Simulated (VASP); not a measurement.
# Li: relaxation of cell and atoms with PBEsol

The system is Li.

```xyz
1
Lattice="-1.7551 1.7551 1.6279 1.7551 -1.7551 1.6279 1.7551 1.7551 -1.6279" Properties=species:S:1:pos:R:3 pbc="T T T"
Li    0.0000    0.0000    0.0000
```

```
Program                : VASP 6.6.1
Task                   : relaxation of cell and atoms
Functional             : PBEsol
Potentials or basis    : VASP PAW PBE potentials, release 64 (Li_sv)
Cutoff                 : 600 eV
k mesh                 : 18 × 18 × 18
Occupations            : gaussian, width 0.1 eV
Spin                   : no spin polarisation
Dipole correction      : no
Further INCAR settings : ALGO = Normal; EDIFF = 1e-07; IBRION = 2; EDIFFG = -0.01; NSW = 80; ISIF = 3
```

```yaml
Relaxed_volume: 20.11 Å³/atom
Relaxed_cell: a = 2.967 Å, b = 2.967 Å, c = 2.967 Å, α = 109.87°, β = 109.87°, γ = 108.67°
Space_group_after_relaxing_to_0.05_Å: I4/mmm (No. 139)
Energy_gained_by_relaxing: 0.8 meV/atom
Ionic_steps: 7
Pressure_after_relaxing: 0.0 GPa
```

Step by step:
| step | energy change (eV) | largest force (eV/Å) | pressure (GPa) | volume (Å³) |
| --- | --- | --- | --- | --- |
| 1 | 0.0000 | 0.0000 | -0.01 | 20.06 |
| 2 | 0.0000 | 0.0000 | -0.01 | 20.05 |
| 3 | -0.0002 | 0.0000 | 0.00 | 20.04 |
| 4 | -0.0004 | 0.0000 | 0.02 | 20.02 |
| 5 | -0.0006 | 0.0000 | 0.05 | 19.97 |
| 6 | -0.0007 | 0.0000 | 0.13 | 19.86 |
| 7 | -0.0008 | 0.0000 | -0.04 | 20.11 |

Final structure:
```yaml
crystal:
  lattice:
    - [-1.70458, 1.70458, 1.72998]
    - [1.70458, -1.70458, 1.72998]
    - [1.70458, 1.70458, -1.72998]
  atoms:
    - { symbol: Li, position: [0.00000, 0.00000, 0.00000] }
```

Levels at points of the mesh, in eV from the Fermi level:
| k point | band 1 | band 2 | band 3 | band 4 | band 5 |
| --- | --- | --- | --- | --- | --- |
| (0.00, 0.00, 0.00) | -45.90 | -3.57 | 14.65 | 14.73 | 14.73 |
| (0.50, 0.00, 0.00) | -45.88 | 0.21 | 3.26 | 10.50 | 12.00 |
| (0.50, 0.50, 0.00) | -45.88 | 0.28 | 3.34 | 10.29 | 11.72 |
| (0.50, 0.50, 0.50) | -45.87 | 5.33 | 5.66 | 5.66 | 7.69 |

Wall time 45 s on 1 thread of Intel(R) Xeon(R) 6975P-C (Granite Rapids) (shared host), peak memory 0.16 GiB.

Caveat: the cutoff is under 1.25 times the usual one of these potentials, so pressure, stress and relaxed cells hold a basis-set (Pulay) error; the PAW data sets were made with another functional, which shifts forces and pressure a little.
